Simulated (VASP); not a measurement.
# Si2Ni (Fm-3m) in VASP: a series of runs, part 3 of 3

VASP 6.6.1.

**4. Single point, PBE, collinear spin, ferromagnetic start**

Input file INCAR:

```
SYSTEM = Si2Ni
  PREC = Accurate
  ENCUT = 520
  EDIFF = 1E-6
  ISMEAR = 1
  SIGMA = 0.05
  LREAL = .False.
  LASPH = .True.
  NELM = 150
  ALGO = Normal
  ISIF = 2
  LWAVE = .False.
  LCHARG = .False.
  ISPIN = 2
  MAGMOM = 1 0 0
  LORBIT = 11
  LMAXMIX = 4
  GGA = PE
  NBANDS = 20
```

Input file KPOINTS:

```
regular mesh
0
Gamma
  12 12 12
  0 0 0
```

Input file POSCAR:

```
Si2Ni
1.0
    0.0000000000      2.7030000000      2.7030000000
    2.7030000000      0.0000000000      2.7030000000
    2.7030000000      2.7030000000      0.0000000000
Ni Si
1 2
Direct
    0.0000000000      0.0000000000      0.0000000000
    0.7500000000      0.7500000000      0.7500000000
    0.2500000000      0.2500000000      0.2500000000
```

Potentials or basis: VASP PAW PBE potentials, release 64 (Ni, Si).

Launch:

```bash
cat potpaw_PBE.64/Ni/POTCAR potpaw_PBE.64/Si/POTCAR > POTCAR
mpirun -np 1 vasp_std > vasp.out
```

OUTCAR:

```text
SYSTEM = Si2Ni
   PREC = Accurate
   ENCUT = 520
   EDIFF = 1E-6
   ISMEAR = 1
   LREAL = .False.
   LASPH = .True.
   NELM = 150
   ISIF = 2
   ISPIN = 2
   LORBIT = 11
   GGA = PE

 ion  position               nearest neighbor table
   1  0.000  0.000  0.000-   2 2.34   2 2.34   3 2.34   3 2.34   2 2.34   2 2.34   3 2.34   3 2.34

   2  0.750  0.750  0.750-   1 2.34   1 2.34   1 2.34   1 2.34   3 2.70   3 2.70   3 2.70   3 2.70
                             3 2.70   3 2.70
   3  0.250  0.250  0.250-   1 2.34   1 2.34   1 2.34   1 2.34   2 2.70   2 2.70   2 2.70   2 2.70
                             2 2.70   2 2.70

  LATTYP: Found a face centered cubic cell.
 ALAT       =     5.4060000000

  Lattice vectors:

 A1 = (   0.0000000000,   2.7030000000,   2.7030000000)
 A2 = (   2.7030000000,   0.0000000000,   2.7030000000)
 A3 = (   2.7030000000,   2.7030000000,   0.0000000000)

Analysis of symmetry for initial positions (statically):
=====================================================================
 Subroutine PRICEL returns:
 Original cell was already a primitive cell.

 Routine SETGRP: Setting up the symmetry group for a
 face centered cubic supercell.

 Subroutine GETGRP returns: Found 48 space group operations
 (whereof 48 operations were pure point group operations)
 out of a pool of 48 trial point group operations.

The static configuration has the point symmetry O_h .

Analysis of symmetry for dynamics (positions and initial velocities):
=====================================================================
 Subroutine PRICEL returns:
 Original cell was already a primitive cell.

 Routine SETGRP: Setting up the symmetry group for a
 face centered cubic supercell.

 Subroutine GETGRP returns: Found 48 space group operations
 (whereof 48 operations were pure point group operations)
 out of a pool of 48 trial point group operations.

The dynamic configuration has the point symmetry O_h .

Analysis of structural, dynamic, and magnetic symmetry:
=====================================================================
 Subroutine PRICEL returns:
 Original cell was already a primitive cell.

 Routine SETGRP: Setting up the symmetry group for a
 face centered cubic supercell.

 Subroutine GETGRP returns: Found 48 space group operations
 (whereof 48 operations were pure point group operations)
 out of a pool of 48 trial point group operations.

The overall configuration has the point symmetry O_h .

 Subroutine INISYM returns: Found 48 space group operations
 (whereof 48 operations are pure point group operations),
 and found     1 'primitive' translations

----------------------------------------------------------------------------------------

                                     Primitive cell

  volume of cell :      39.4974

  direct lattice vectors                    reciprocal lattice vectors
     0.000000000  2.703000000  2.703000000    -0.184979652  0.184979652  0.184979652
     2.703000000  0.000000000  2.703000000     0.184979652 -0.184979652  0.184979652
     2.703000000  2.703000000  0.000000000     0.184979652  0.184979652 -0.184979652

  length of vectors
     3.822619259  3.822619259  3.822619259     0.320394156  0.320394156  0.320394156

[... 78 lines left out ...]
   LSORBIT =      F    spin-orbit coupling
   LASPH  =      T    aspherical Exc in radial PAW
   ENCUT  =  520.0 eV  38.22 Ry    6.18 a.u.   7.11  7.11  7.11*2*pi/ulx,y,z
   NELM   =    150;   NELMIN=  2; NELMDL= -5     # of ELM steps
   EDIFF  = 0.1E-05   stopping-criterion for ELM
   LREAL  =      F    real-space projection
   EDIFFG = 0.1E-04   stopping-criterion for IOM
   NSW    =      0    number of steps for IOM
   IBRION =     -1    ionic relax: 0-MD 1-quasi-New 2-CG
   NFREE  =      0    steps in history (QN), initial steepest desc. (CG)
   ISIF   =      2    stress and relaxation
   ISYM   =      2    0-nonsym 1-usesym 2-fastsym
   POTIM  = 0.5000    time-step for ionic-motion
   TEBEG  =    0.0;   TEEND  =   0.0 temperature during run
   PSTRESS=    0.0 pullay stress
   NELECT =      18.0000    total number of electrons
   NUPDOWN=      -1.0000    fix difference up-down
   EMIN   =  10.00;   EMAX   =-10.00  energy-range for DOS
   EFERMI =   0.00;   METHOD = LEGACY
   ISMEAR =     1;   SIGMA  =   0.05  broadening in eV -4-tet -1-fermi 0-gaus
   EFERMI_NEDOS =   21; number of points for ismear=-14 and -15
   IALGO  =     38    algorithm
   IMIX   =      4    mixing-type and parameters
     AMIX     =   0.40;   BMIX     =  1.00
     AMIX_MAG =   1.60;   BMIX_MAG =  1.00
  volume/ion in A,a.u.               =      13.17        88.85
  Fermi-wavevector in a.u.,A,eV,Ry     =   1.259823  2.380721 21.594550  1.587155
  Thomas-Fermi vector in A             =   2.393364
   LORBIT       =     11    0 simple, 1 ext, 2 COOP (PROOUT), +10 PAW based schemes
   GGA     = PE    functional components
   LHFCALC =     F    Hartree Fock is set to
   AEXX    =    0.0000 exact exchange contribution
   IVDW    =     0    specifies the selected vdW correction
   LEPSILON=     F    determine dielectric tensor
   LRPA    =     F    only Hartree local field effects (RPA)
 spin polarized calculation
 Methfessel and Paxton  Order N= 1 SIGMA  =   0.05
  energy-cutoff  :      520.00
  volume of cell :       39.50
 maximum number of plane-waves:      1090
   NGX = 15   NGY = 15   NGZ = 15

 number of electron      17.9999999 magnetization       0.0002444

 number of electron      17.9999999 magnetization      -0.0002622

 Free energy of the ion-electron system (eV)
  ---------------------------------------------------
  ext. energy  EPLUGINS =         0.00000000
  ---------------------------------------------------
  free energy    TOTEN  =       -17.35766980 eV

  energy without entropy =      -17.35747227  energy(sigma->0) =      -17.35760395

 E-fermi :  10.4393     XC(G=0): -11.5869

 val. band max:       10.4294580359   @ k =   0.4167   0.3333   0.0833
 cond. band min:      10.4442920499   @ k =   0.5000   0.3333   0.0000
 fundamental gap:      0.0148340140
 Fermi energy:        10.4392567527

 spin component 1

 k-point     1 :       0.0000    0.0000    0.0000
  band No.  band energies     occupation
      1      -3.3995      1.00000
      2       5.2517      1.00000
      3       5.2517      1.00000
      4       5.2517      1.00000
      5       6.9438      1.00000
      6       6.9438      1.00000
[... 541 lines left out ...]
     19      23.8612      0.00000
     20      24.3835      0.00000

 [... further k-points ...]

 spin component 2

 k-point     1 :       0.0000    0.0000    0.0000
  band No.  band energies     occupation
      1      -3.3996      1.00000
      2       5.2517      1.00000
      3       5.2517      1.00000
      4       5.2517      1.00000
      5       6.9444      1.00000
      6       6.9444      1.00000
[... 541 lines left out ...]
     19      23.8612      0.00000
     20      24.3835      0.00000

 [... further k-points ...]

------------------------ aborting loop because EDIFF is reached ----------------------------------------

  FORCE on cell =-STRESS in cart. coord.  units (eV):
  Direction    XX          YY          ZZ          XY          YZ          ZX
  --------------------------------------------------------------------------------------
  -------------------------------------------------------------------------------------
  Total        0.7959700      0.7959700      0.7959700     -0.0000000     -0.0000000      0.0000000
  in kB       32.2878507     32.2878507     32.2878507     -0.0000000     -0.0000000      0.0000000
  external PRESSURE =      32.2878507 kB  Pullay stress =       0.0000000 kB

 VOLUME and BASIS-vectors are now :
 -----------------------------------------------------------------------------
  energy-cutoff  :      520.00
  volume of cell :       39.50
      direct lattice vectors                 reciprocal lattice vectors
     0.000000000  2.703000000  2.703000000    -0.184979652  0.184979652  0.184979652
     2.703000000  0.000000000  2.703000000     0.184979652 -0.184979652  0.184979652
     2.703000000  2.703000000  0.000000000     0.184979652  0.184979652 -0.184979652

 POSITION                                       TOTAL-FORCE (eV/Angst)
 -----------------------------------------------------------------------------------
      0.00000      0.00000      0.00000         0.000000     -0.000000     -0.000000
      4.05450      4.05450      4.05450         0.000000      0.000000     -0.000000
      1.35150      1.35150      1.35150        -0.000000     -0.000000      0.000000
 -----------------------------------------------------------------------------------
    total drift:                               -0.000000     -0.000000      0.000000

  FREE ENERGIE OF THE ION-ELECTRON SYSTEM (eV)
  ---------------------------------------------------
  free  energy   TOTEN  =       -17.3576697960 eV

  energy  without entropy=      -17.3574722719  energy(sigma->0) =      -17.35760395

 total charge

# of ion       s       p       d       tot
------------------------------------------
    1        0.559   0.801   8.449   9.809
    2        0.740   0.845   0.000   1.585
    3        0.740   0.845   0.000   1.585
--------------------------------------------------
tot          2.038   2.491   8.449  12.979

 magnetization (x)

# of ion       s       p       d       tot
------------------------------------------
    1       -0.000  -0.000   0.000   0.000
    2       -0.000  -0.000   0.000  -0.000
    3       -0.000  -0.000   0.000  -0.000
--------------------------------------------------
tot         -0.000  -0.000   0.000   0.000
```

OSZICAR:

```text
N       E                     dE             d eps       ncg     rms          rms(c)
DAV:   1     0.736870733666E+02    0.73687E+02   -0.70914E+03  5808   0.889E+02
DAV:   2    -0.142382950794E+02   -0.87925E+02   -0.78686E+02  6092   0.199E+02
DAV:   3    -0.191950297649E+02   -0.49567E+01   -0.48388E+01  6932   0.490E+01
DAV:   4    -0.192737281042E+02   -0.78698E-01   -0.78531E-01  6704   0.553E+00
DAV:   5    -0.192754048262E+02   -0.16767E-02   -0.16765E-02  6976   0.890E-01    0.171E+01
DAV:   6    -0.241404181931E+02   -0.48650E+01   -0.30376E+01  6500   0.119E+02    0.247E+01
DAV:   7    -0.174973705703E+02    0.66430E+01   -0.92017E+00  7352   0.732E+01    0.355E+00
DAV:   8    -0.174027340396E+02    0.94637E-01   -0.10850E+00  7700   0.154E+01    0.268E+00
DAV:   9    -0.173608369682E+02    0.41897E-01   -0.21995E-01  7020   0.762E+00    0.716E-01
DAV:  10    -0.173575386124E+02    0.32984E-02   -0.10206E-02  8032   0.178E+00    0.297E-01
DAV:  11    -0.173576618877E+02   -0.12328E-03   -0.16737E-03  8084   0.565E-01    0.148E-01
DAV:  12    -0.173576563071E+02    0.55805E-05   -0.25433E-04  7736   0.245E-01    0.419E-02
DAV:  13    -0.173576688353E+02   -0.12528E-04   -0.17535E-05  6572   0.263E-02    0.209E-02
DAV:  14    -0.173576697960E+02   -0.96074E-06   -0.50276E-06  6568   0.362E-02
   1 F= -.17357670E+02 E0= -.17357604E+02  d E =-.197524E-03  mag=    -0.0001
```

It took 2.9 min on 1 thread of Intel Xeon 8259CL, shared host; peak memory 0.23 GiB.

What came out:

```
Free energy                                           : -17.3577 eV
Pressure                                              : 3.2 GPa
Band gap on the k mesh                                : zero (filled and empty bands overlap)
Net moment                                            : 0.00 μB per cell
Valence electrons inside the program's atomic spheres : Ni 9.81; Si 1.58
```

Levels at points of the mesh, in eV from the Fermi level:
Spin up:
```csv
k point,band 5,band 6,band 7,band 8,band 9,band 10,band 11,band 12,band 13,band 14
"(0.00, 0.00, 0.00)",-3.50,-3.50,-0.29,1.71,1.71,1.71,2.30,2.30,2.30,4.74
"(0.50, 0.00, 0.00)",-3.70,-3.31,-3.31,-1.43,-1.43,1.80,1.82,1.82,2.63,9.22
"(0.50, 0.50, 0.00)",-4.51,-3.58,-3.58,-3.42,-3.09,-0.41,1.43,7.75,8.32,8.32
```
Spin down:
```csv
k point,band 5,band 6,band 7,band 8,band 9,band 10,band 11,band 12,band 13,band 14
"(0.00, 0.00, 0.00)",-3.49,-3.49,-0.29,1.71,1.71,1.71,2.30,2.30,2.30,4.74
"(0.50, 0.00, 0.00)",-3.70,-3.31,-3.31,-1.43,-1.43,1.80,1.82,1.82,2.63,9.22
"(0.50, 0.50, 0.00)",-4.51,-3.58,-3.58,-3.42,-3.09,-0.41,1.43,7.75,8.32,8.32
```

Caveat: the cell stands under pressure; the moments typed at the start vanished in this run.

**5. Overview**

```tsv
k mesh	gap on the mesh (eV)	pressure (GPa)	moment (μB)
8 × 8 × 8	none	3.0	0.00
10 × 10 × 10	none	3.2	0.00
12 × 12 × 12	none	3.2	0.00
```

Alike in all rows: task single point; level PBE; potentials or basis VASP PAW PBE potentials, release 64 (Ni, Si); spin collinear, ferromagnetic start; cell as given; cutoff (eV) 520; smearing methfessel-paxton 0.05 eV.

Caveats: the moments typed at the start vanished in this run; the cell stands under pressure (at least some runs).

Absolute energies hang on the potentials; compare differences alone.

The gap in the log of VASP goes by the Fermi energy; the results here count the filled bands.